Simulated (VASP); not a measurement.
# Ga25N24 (a cell with a defect) in VASP: single point with PBE

Aim: the single point of Ga25N24 (a cell with a defect) with PBE.

Program: VASP 6.6.1. These are calculated values, not measurements. Logs are shortened: lines on timing, memory, paths and dates and some standing lists are left out, and cuts for length are marked.

### 1 The cell of the first run

The cell holds a defect, 49 atoms: a = 8.302 Å, b = 8.302 Å, c = 8.302 Å, α = 84.36°, β = 84.36°, γ = 84.36°.

### 2 Single point, PBE (with an interstitial atom, then relaxed in part)

File INCAR:

```
SYSTEM = Ga25N24
PREC = Accurate
ENCUT = 520
EDIFF = 1E-6
ISMEAR = 0
SIGMA = 0.01
LREAL = Auto
LASPH = .True.
NELM = 100
ALGO = Normal
ISIF = 2
LWAVE = .False.
LCHARG = .False.
GGA = PE
NBANDS = 252
NELECT = 442.0
```

File KPOINTS:

```
Automatic mesh
0
Gamma
  2 2 2
  0.5 0.5 0.5
```

File POSCAR:

```
Ga25N24
1.0
   -3.2183708023      5.5743817471     -5.2431683749
    6.4367416045      0.0000000001     -5.2431683749
   -3.2183708022     -5.5743817471     -5.2431683749
Ga N
25 24
Direct
    0.0026142758      0.1704520958      0.3320545653
    0.6657469734      0.3355608162      0.4960219840
    0.3320545653      0.0026142758      0.1704520958
    0.1726581775      0.8335474908      0.5065262501
    0.8335474908      0.5065262501      0.1726581775
    0.4960219840      0.6657469734      0.3355608162
    0.1704520958      0.3320545653      0.0026142758
    0.8263721806      0.0053992084      0.6436531378
    0.5065262501      0.1726581775      0.8335474908
    0.0053992084      0.6436531378      0.8263721806
    0.6436531378      0.8263721806      0.0053992084
    0.3355608162      0.4960219840      0.6657469734
    0.0122008166      0.8303456631      0.1980228283
    0.6635926011      0.0002225600      0.3280989067
    0.3280989067      0.6635926011      0.0002225600
    0.1685309496      0.4961353662      0.3374067921
    0.8303456631      0.1980228283      0.0122008166
    0.4961353662      0.3374067921      0.1685309496
    0.1980228283      0.0122008166      0.8303456631
    0.8303705188      0.6631199629      0.5032463065
    0.5032463065      0.8303705188      0.6631199629
    0.0002225600      0.3280989067      0.6635926011
    0.6631199629      0.5032463065      0.8303705188
    0.3374067921      0.1685309496      0.4961353662
    0.9298838217      0.9298838217      0.9298838217
    0.8758828724      0.0409851886      0.2029647638
    0.5431267898      0.2084112085      0.3704815629
    0.2029647638      0.8758828724      0.0409851886
    0.0439826646      0.7020633225      0.3914897724
    0.7020633225      0.3914897724      0.0439826646
    0.3704815629      0.5431267898      0.2084112085
    0.0409851886      0.2029647638      0.8758828724
    0.7072180427      0.8721917642      0.5341799091
    0.3914897724      0.0439826646      0.7020633225
    0.8721917642      0.5341799091      0.7072180427
    0.5341799091      0.7072180427      0.8721917642
    0.2084112085      0.3704815629      0.5431267898
    0.2057343703      0.0400853150      0.3776165382
    0.8736035020      0.2102886258      0.5350591653
    0.5350591653      0.8736035020      0.2102886258
    0.3744279882      0.7060020078      0.5447491744
    0.0400853150      0.3776165382      0.2057343703
    0.7060020078      0.5447491744      0.3744279882
    0.3776165382      0.2057343703      0.0400853150
    0.0372007618      0.8763784307      0.7185364540
    0.7185364540      0.0372007618      0.8763784307
    0.2102886258      0.5350591653      0.8736035020
    0.8763784307      0.7185364540      0.0372007618
    0.5447491744      0.3744279882      0.7060020078
```

Potentials or basis: VASP PAW PBE potentials, release 64 (Ga_d, N).

The run is started by

```
$ cat potpaw_PBE.64/Ga_d/POTCAR potpaw_PBE.64/N/POTCAR > POTCAR
$ mpirun -np 1 vasp_std > vasp.out
```

OUTCAR:

```text
SYSTEM = Ga25N24
   PREC = Accurate
   ENCUT = 520
   EDIFF = 1E-6
   ISMEAR = 0
   LREAL = Auto
   LASPH = .True.
   NELM = 100
   ISIF = 2
   GGA = PE
   NELECT = 442.0

 ion  position               nearest neighbor table
   1  0.003  0.170  0.332-  39 1.94  42 1.96  38 1.96  26 2.02
   2  0.666  0.336  0.496-  43 1.96  49 1.96  39 1.96  27 1.97
   3  0.332  0.003  0.170-  40 1.94  38 1.96  44 1.96  28 2.02
   4  0.173  0.834  0.507-  41 1.93  38 1.96  29 1.97  45 2.04
   5  0.834  0.507  0.173-  43 1.93  42 1.96  30 1.97  48 2.04
   6  0.496  0.666  0.336-  41 1.96  43 1.96  40 1.96  31 1.97
   7  0.170  0.332  0.003-  47 1.94  44 1.96  42 1.96  32 2.02
   8  0.826  0.005  0.644-  33 1.90  39 1.90  45 2.08  46 2.08  25 2.60
   9  0.507  0.173  0.834-  49 1.93  44 1.96  34 1.97  46 2.04
  10  0.005  0.644  0.826-  35 1.90  47 1.90  48 2.08  45 2.08  25 2.60
  11  0.644  0.826  0.005-  36 1.90  40 1.90  46 2.08  48 2.08  25 2.60
  12  0.336  0.496  0.666-  49 1.96  41 1.96  47 1.96  37 1.97
  13  0.012  0.830  0.198-  29 1.86  26 1.99  28 1.99  48 2.16  25 2.44
  14  0.664  0.000  0.328-  27 1.95  40 1.96  33 1.97  26 2.00
  15  0.328  0.664  0.000-  31 1.95  47 1.96  36 1.97  28 2.00
  16  0.169  0.496  0.337-  31 1.95  37 1.95  29 1.98  42 1.99
  17  0.830  0.198  0.012-  30 1.86  32 1.99  26 1.99  46 2.16  25 2.44
  18  0.496  0.337  0.169-  27 1.95  31 1.95  30 1.98  44 1.99
  19  0.198  0.012  0.830-  34 1.86  28 1.99  32 1.99  45 2.16  25 2.44
  20  0.830  0.663  0.503-  43 1.95  33 1.95  35 1.95  29 1.96
  21  0.503  0.830  0.663-  41 1.95  36 1.95  33 1.95  34 1.96
  22  0.000  0.328  0.664-  37 1.95  39 1.96  35 1.97  32 2.00
  23  0.663  0.503  0.830-  49 1.95  35 1.95  36 1.95  30 1.96
  24  0.337  0.169  0.496-  37 1.95  27 1.95  34 1.98  38 1.99
  25  0.930  0.930  0.930-  45 1.96  46 1.96  48 1.96  17 2.44  13 2.44  19 2.44  10 2.60   8 2.60
                            11 2.60
  26  0.876  0.041  0.203-  13 1.99  17 1.99  14 2.00   1 2.02
  27  0.543  0.208  0.370-  18 1.95  24 1.95  14 1.95   2 1.97
  28  0.203  0.876  0.041-  19 1.99  13 1.99  15 2.00   3 2.02
  29  0.044  0.702  0.391-  13 1.86  20 1.96   4 1.97  16 1.98
  30  0.702  0.391  0.044-  17 1.86  23 1.96   5 1.97  18 1.98
  31  0.370  0.543  0.208-  16 1.95  18 1.95  15 1.95   6 1.97
[... 11 lines left out ...]
  43  0.706  0.545  0.374-   5 1.93  20 1.95   2 1.96   6 1.96
  44  0.378  0.206  0.040-   9 1.96   7 1.96   3 1.96  18 1.99
  45  0.037  0.876  0.719-  25 1.96   4 2.04   8 2.08  10 2.08  19 2.16
  46  0.719  0.037  0.876-  25 1.96   9 2.04  11 2.08   8 2.08  17 2.16
  47  0.210  0.535  0.874-  10 1.90   7 1.94  15 1.96  12 1.96
  48  0.876  0.719  0.037-  25 1.96   5 2.04  10 2.08  11 2.08  13 2.16
  49  0.545  0.374  0.706-   9 1.93  23 1.95  12 1.96   2 1.96

  LATTYP: Found a trigonal (rhomboedric) cell.
 ALAT       =     8.3019550162
 COS(alpha) =     0.0982987788

  Lattice vectors:

 A1 = (  -3.2183708023,   5.5743817471,  -5.2431683749)
 A2 = (   6.4367416045,   0.0000000001,  -5.2431683749)
 A3 = (  -3.2183708022,  -5.5743817471,  -5.2431683749)

Analysis of symmetry for initial positions (statically):
=====================================================================
 Subroutine PRICEL returns:
 Original cell was already a primitive cell.

 Routine SETGRP: Setting up the symmetry group for a
 trigonal (rhombohedral) supercell.

 Subroutine GETGRP returns: Found  3 space group operations
 (whereof  3 operations were pure point group operations)
 out of a pool of 12 trial point group operations.

The static configuration has the point symmetry C_3 .

Analysis of symmetry for dynamics (positions and initial velocities):
=====================================================================
 Subroutine PRICEL returns:
 Original cell was already a primitive cell.

 Routine SETGRP: Setting up the symmetry group for a
 trigonal (rhombohedral) supercell.

 Subroutine GETGRP returns: Found  3 space group operations
 (whereof  3 operations were pure point group operations)
 out of a pool of 12 trial point group operations.

The dynamic configuration has the point symmetry C_3 .

 Subroutine INISYM returns: Found  3 space group operations
 (whereof  3 operations are pure point group operations),
 and found     1 'primitive' translations

----------------------------------------------------------------------------------------

                                     Primitive cell

  volume of cell :     564.3881

  direct lattice vectors                    reciprocal lattice vectors
    -3.218370802  5.574381747 -5.243168375    -0.051786036  0.089696046 -0.063574791
     6.436741604  0.000000000 -5.243168375     0.103572072  0.000000000 -0.063574791
    -3.218370802 -5.574381747 -5.243168375    -0.051786036 -0.089696046 -0.063574791

  length of vectors
     8.301955016  8.301955016  8.301955016     0.121527479  0.121527479  0.121527479

  position of ions in fractional coordinates (direct lattice)
     0.002614276  0.170452096  0.332054565
     0.665746973  0.335560816  0.496021984
     0.332054565  0.002614276  0.170452096
     0.172658177  0.833547491  0.506526250
     0.833547491  0.506526250  0.172658177
     0.496021984  0.665746973  0.335560816
[... 41 lines left out ...]
     0.876378431  0.718536454  0.037200762
     0.544749174  0.374427988  0.706002008

  ion indices of the primitive-cell ions
   primitive index   ion index
                 1           1
                 2           2
                 3           3
                 4           4
                 5           5
                 6           6
[... 41 lines left out ...]
                48          48
                49          49

----------------------------------------------------------------------------------------

 KPOINTS: Automatic mesh

Automatic generation of k-mesh.
 Grid dimensions read from file:
 generate k-points for:    2    2    2

 Generating k-lattice:

  Cartesian coordinates                     Fractional coordinates (reciprocal lattice)
    -0.025893018  0.044848023 -0.031787395     0.500000000 -0.000000000 -0.000000000
     0.051786036  0.000000000 -0.031787395     0.000000000  0.500000000  0.000000000
    -0.025893018 -0.044848023 -0.031787395     0.000000000  0.000000000  0.500000000

  Length of vectors
     0.060763740  0.060763740  0.060763740

  Shift w.r.t. Gamma in fractional coordinates (k-lattice)
     0.500000000  0.500000000  0.500000000

 Subroutine IBZKPT returns following result:
 ===========================================

 Found      2 irreducible k-points:

 Following reciprocal coordinates:
            Coordinates               Weight
  0.250000  0.250000  0.250000      2.000000
 -0.250000  0.250000  0.250000      6.000000
   k-points           NKPTS =      2   k-points in BZ     NKDIM =      2   number of bands    NBANDS=    252
   number of dos      NEDOS =    301   number of ions     NIONS =     49
   total plane-waves  NPLWV = 262144
   dimension x,y,z NGX =    64 NGY =   64 NGZ =   64
   dimension x,y,z NGXF=   128 NGYF=  128 NGZF=  128
   ions per type =              25  24
   NGX,Y,Z   is equivalent  to a cutoff of  12.82, 12.82, 12.82 a.u.
   NGXF,Y,Z  is equivalent  to a cutoff of  25.63, 25.63, 25.63 a.u.
 SYSTEM =  Ga25N24
   PREC   = accura    normal or accurate (medium, high low for compatibility)
   ISTART =      0    job   : 0-new  1-cont  2-samecut
   ICHARG =      2    charge: 1-file 2-atom 10-const
   ISPIN  =      1    spin polarized calculation?
   LNONCOLLINEAR =      F non collinear calculations
   LSORBIT =      F    spin-orbit coupling
   LASPH  =      T    aspherical Exc in radial PAW
   ENCUT  =  520.0 eV  38.22 Ry    6.18 a.u.  15.44 15.44 15.44*2*pi/ulx,y,z
   NELM   =    100;   NELMIN=  2; NELMDL= -5     # of ELM steps
   EDIFF  = 0.1E-05   stopping-criterion for ELM
   LREAL  =      T    real-space projection
   EDIFFG = 0.1E-04   stopping-criterion for IOM
   NSW    =      0    number of steps for IOM
   IBRION =     -1    ionic relax: 0-MD 1-quasi-New 2-CG
   NFREE  =      0    steps in history (QN), initial steepest desc. (CG)
   ISIF   =      2    stress and relaxation
   ISYM   =      2    0-nonsym 1-usesym 2-fastsym
   POTIM  = 0.5000    time-step for ionic-motion
   TEBEG  =    0.0;   TEEND  =   0.0 temperature during run
   PSTRESS=    0.0 pullay stress
   NELECT =     442.0000    total number of electrons
   NUPDOWN=      -1.0000    fix difference up-down
   EMIN   =  10.00;   EMAX   =-10.00  energy-range for DOS
   EFERMI =   0.00;   METHOD = LEGACY
   ISMEAR =     0;   SIGMA  =   0.01  broadening in eV -4-tet -1-fermi 0-gaus
   EFERMI_NEDOS =   21; number of points for ismear=-14 and -15
   IALGO  =     38    algorithm
   IMIX   =      4    mixing-type and parameters
     AMIX     =   0.40;   BMIX     =  1.00
     AMIX_MAG =   1.60;   BMIX_MAG =  1.00
  volume/ion in A,a.u.               =      11.52        77.73
  Fermi-wavevector in a.u.,A,eV,Ry     =   1.509001  2.851599 30.981625  2.277085
  Thomas-Fermi vector in A             =   2.619381
   LORBIT       =      0    0 simple, 1 ext, 2 COOP (PROOUT), +10 PAW based schemes
   GGA     = PE    functional components
   LHFCALC =     F    Hartree Fock is set to
   AEXX    =    0.0000 exact exchange contribution
   IVDW    =     0    specifies the selected vdW correction
   LEPSILON=     F    determine dielectric tensor
   LRPA    =     F    only Hartree local field effects (RPA)
 non-spin polarized calculation
 Gauss-broadening in eV      SIGMA  =   0.01
  energy-cutoff  :      520.00
  volume of cell :      564.39
 maximum number of plane-waves:     15214
 NGX is ok and might be reduce to    64
   NGX = 31   NGY = 31   NGZ = 31

 number of electron     441.9999983 magnetization

 Free energy of the ion-electron system (eV)
  ---------------------------------------------------
  ext. energy  EPLUGINS =         0.00000000
  ---------------------------------------------------
  free energy    TOTEN  =      -309.57160426 eV

  energy without entropy =     -309.57160426  energy(sigma->0) =     -309.57160426

 E-fermi :   5.1188     XC(G=0): -11.6022

 val. band max:        5.0541915664   @ k =   0.2500   0.2500   0.2500
 cond. band min:       7.6803075426   @ k =   0.2500   0.2500   0.2500
 fundamental gap:      2.6261159761
 Fermi energy:         5.1187542494

 k-point     1 :       0.2500    0.2500    0.2500
  band No.  band energies     occupation
      1     -10.7156      2.00000
      2     -10.4754      2.00000
      3     -10.4606      2.00000
      4     -10.2091      2.00000
      5     -10.1455      2.00000
      6     -10.0685      2.00000
[... 225 lines left out ...]
    232      10.1039      0.00000
    233      10.3645      0.00000

 k-point     2 :      -0.2500    0.2500    0.2500
  band No.  band energies     occupation
      1     -10.6979      2.00000
      2     -10.4719      2.00000
      3     -10.4669      2.00000
      4     -10.2157      2.00000
      5     -10.1488      2.00000
      6     -10.1124      2.00000
[... 225 lines left out ...]
    232      10.2781      0.00000
    233      10.3871      0.00000
 [bands above 233 left out]

------------------------ aborting loop because EDIFF is reached ----------------------------------------

  FORCE on cell =-STRESS in cart. coord.  units (eV):
  Direction    XX          YY          ZZ          XY          YZ          ZX
  --------------------------------------------------------------------------------------
  -------------------------------------------------------------------------------------
  Total      -17.3065679    -17.3065679    -16.9436738     -0.0000009      0.0000000     -0.0000000
  in kB      -49.1296524    -49.1296524    -48.0994735     -0.0000024      0.0000000     -0.0000000
  external PRESSURE =     -48.7862594 kB  Pullay stress =       0.0000000 kB

 VOLUME and BASIS-vectors are now :
 -----------------------------------------------------------------------------
  energy-cutoff  :      520.00
  volume of cell :      564.39
      direct lattice vectors                 reciprocal lattice vectors
    -3.218370802  5.574381747 -5.243168375    -0.051786036  0.089696046 -0.063574791
     6.436741604  0.000000000 -5.243168375     0.103572072  0.000000000 -0.063574791
    -3.218370802 -5.574381747 -5.243168375    -0.051786036 -0.089696046 -0.063574791

 POSITION                                       TOTAL-FORCE (eV/Angst)
 -----------------------------------------------------------------------------------
      0.02007     -1.83643     -2.64843         0.000050     -0.001744     -0.019401
     -1.57909      0.94611     -7.85075         0.001276     -0.003950     -0.000295
     -1.60043      0.90083     -2.64843        -0.001535      0.000829     -0.019401
      3.17946     -1.86111     -7.93151        -0.003642      0.017232      0.003675
      0.02204      3.68405     -7.93151        -0.013102     -0.011770      0.003675
      1.60890      0.89447     -7.85075        -0.004059      0.000869     -0.000295
[... 41 lines left out ...]
      1.68480      4.67790     -8.55746        -0.017304     -0.009886      0.013460
     -1.61528     -0.89888     -8.52109        -0.004883     -0.000709     -0.003881
 -----------------------------------------------------------------------------------
    total drift:                                0.000002      0.000002     -0.013118

  FREE ENERGIE OF THE ION-ELECTRON SYSTEM (eV)
  ---------------------------------------------------
  free  energy   TOTEN  =      -309.5716042556 eV

  energy  without entropy=     -309.5716042556  energy(sigma->0) =     -309.57160426
```

Wall time 12 min (1 thread of Intel Xeon Platinum 8259CL at 2.50GHz (Skylake/Cascade Lake), shared host); peak memory 0.65 GiB.

What came out:

```yaml
Free_energy: -309.5716 eV
Largest_force: 0.069 eV/Å
```

Forces on the atoms (eV/Å):
```
Ga   0.000 -0.002 -0.019
Ga   0.001 -0.004  0.000
Ga  -0.002  0.001 -0.019
Ga  -0.004  0.017  0.004
Ga  -0.013 -0.012  0.004
Ga  -0.004  0.001  0.000
Ga   0.001  0.001 -0.019
Ga   0.019  0.009  0.011
Ga   0.017 -0.005  0.004
Ga  -0.017  0.012  0.011
Ga  -0.002 -0.021  0.011
Ga   0.003  0.003  0.000
Ga  -0.052 -0.032 -0.032
Ga   0.003 -0.014  0.001
Ga  -0.014  0.005  0.001
Ga  -0.005  0.001  0.001
Ga   0.053 -0.029 -0.032
Ga   0.002 -0.005  0.001
Ga  -0.001  0.061 -0.032
Ga  -0.002 -0.001  0.009
Ga   0.000  0.002  0.009
Ga   0.011  0.010  0.001
Ga   0.001 -0.001  0.009
Ga   0.003  0.004  0.001
Ga   0.000  0.000  0.023
N   -0.001  0.000  0.005
N    0.002  0.002  0.003
N    0.000  0.001  0.005
N    0.017  0.006  0.009
N   -0.013  0.012  0.009
N    0.001 -0.002  0.003
N    0.000  0.000  0.005
N   -0.006  0.000 -0.010
N   -0.004 -0.017  0.009
N    0.003 -0.005 -0.010
N    0.003  0.005 -0.010
N   -0.002  0.001  0.003
N    0.002 -0.002  0.002
N   -0.013 -0.005  0.000
N    0.002  0.014  0.000
N    0.003 -0.004 -0.004
N    0.001  0.003  0.002
N    0.002  0.005 -0.004
N   -0.003 -0.001  0.002
N    0.000  0.020  0.013
N    0.017 -0.010  0.013
N    0.011 -0.009  0.000
N   -0.017 -0.010  0.013
N   -0.005 -0.001 -0.004
```

Caveat: the cell carries a net charge on a neutralising background, which shifts energy and pressure; the cell differs from its parent crystal (with an interstitial atom, then relaxed in part); the cell is charged against a uniform background, so pressure and absolute levels hang on convention.
